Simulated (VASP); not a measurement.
Write the native input for VASP 6.6.1 that does the following.

- Task: single point
- Functional: PBEsol
- Potentials or basis: VASP PAW PBE potentials, release 64 (Ba_sv)
- Cutoff: 500 eV
- k mesh: 4 × 4 × 6, shifted
- Occupations: fermi-dirac, width 0.15 eV
- Spin: no spin polarisation
- Dipole correction: no
- Further INCAR settings: ALGO = Normal; EDIFF = 1e-06; NBANDS = 17; ISYM = -1

The structure of Ba lies in POSCAR:

```
Ba
1.0
    6.9960670700      0.0000000000      0.0000000000
   -3.4980335350      6.0587718092      0.0000000000
    0.0000000000      0.0000000000      3.9093935500
Ba
2
Direct
    0.3333333333      0.6666666667      0.5000000000
    0.6666666667      0.3333333333      0.5000000000
```

This isn't the form of Ba at room conditions, which is bcc.

One way to write it, as run:

INCAR

```
ALGO     = Normal         # electronic algorithm
EDIFF    = 1E-6           # SCF threshold, eV
ENCUT    = 500            # plane-wave cutoff, eV
GGA      = PS             # functional
GGA_COMPAT= False        
ISIF     = 2              # what is computed and relaxed
ISMEAR   = -1             # smearing method
ISYM     = -1           
LASPH    = True           # aspherical terms in the spheres
LCHARG   = True           # write CHGCAR
LELF     = True           # ELF
LREAL    = False          # projectors in reciprocal space
LVHAR    = True         
LWAVE    = False          # write WAVECAR
NBANDS   = 17             # bands
NELM     = 120            # most SCF steps
PREC     = Accurate       # precision mode
SIGMA    = 0.15           # smearing width, eV
```

KPOINTS

```
explicit points
48
Reciprocal
  0.12500000   0.12500000   0.08333333 2
  0.12500000   0.12500000   0.25000000 2
  0.12500000   0.12500000   0.41666667 2
  0.12500000   0.12500000   0.58333333 2
  0.12500000   0.12500000   0.75000000 2
  0.12500000   0.12500000   0.91666667 2
  0.12500000   0.37500000   0.08333333 2
  0.12500000   0.37500000   0.25000000 2
  0.12500000   0.37500000   0.41666667 2
  0.12500000   0.37500000   0.58333333 2
  0.12500000   0.37500000   0.75000000 2
  0.12500000   0.37500000   0.91666667 2
  0.12500000   0.62500000   0.08333333 2
  0.12500000   0.62500000   0.25000000 2
  0.12500000   0.62500000   0.41666667 2
  0.12500000   0.62500000   0.58333333 2
  0.12500000   0.62500000   0.75000000 2
  0.12500000   0.62500000   0.91666667 2
  0.12500000   0.87500000   0.08333333 2
  0.12500000   0.87500000   0.25000000 2
  0.12500000   0.87500000   0.41666667 2
  0.12500000   0.87500000   0.58333333 2
  0.12500000   0.87500000   0.75000000 2
  0.12500000   0.87500000   0.91666667 2
  0.37500000   0.12500000   0.08333333 2
  0.37500000   0.12500000   0.25000000 2
  0.37500000   0.12500000   0.41666667 2
  0.37500000   0.12500000   0.58333333 2
  0.37500000   0.12500000   0.75000000 2
  0.37500000   0.12500000   0.91666667 2
  0.37500000   0.37500000   0.08333333 2
  0.37500000   0.37500000   0.25000000 2
  0.37500000   0.37500000   0.41666667 2
  0.37500000   0.37500000   0.58333333 2
  0.37500000   0.37500000   0.75000000 2
  0.37500000   0.37500000   0.91666667 2
  0.37500000   0.62500000   0.08333333 2
  0.37500000   0.62500000   0.25000000 2
  0.37500000   0.62500000   0.41666667 2
  0.37500000   0.62500000   0.58333333 2
  0.37500000   0.62500000   0.75000000 2
  0.37500000   0.62500000   0.91666667 2
  0.37500000   0.87500000   0.08333333 2
  0.37500000   0.87500000   0.25000000 2
  0.37500000   0.87500000   0.41666667 2
  0.37500000   0.87500000   0.58333333 2
  0.37500000   0.87500000   0.75000000 2
  0.37500000   0.87500000   0.91666667 2
```

Potentials or basis: VASP PAW PBE potentials, release 64 (Ba_sv).

Command:

```console
$ cat potpaw_PBE.64/Ba_sv/POTCAR > POTCAR
$ mpirun -np 1 vasp_std > vasp.out
```

Results of the run:

```json
{
 "Pressure": "-0.1 GPa",
 "Band gap on the k mesh": "zero (bands 10 and 11 overlap by 0.72 eV)"
}
```

Caveat: the PAW data sets were made with another functional, which shifts forces and pressure a little; spin-orbit coupling is left out, which moves the levels of the heavy elements.

It took 88 s on 1 thread of Intel Xeon 8259CL, on a shared host, peak memory 0.33 GiB.
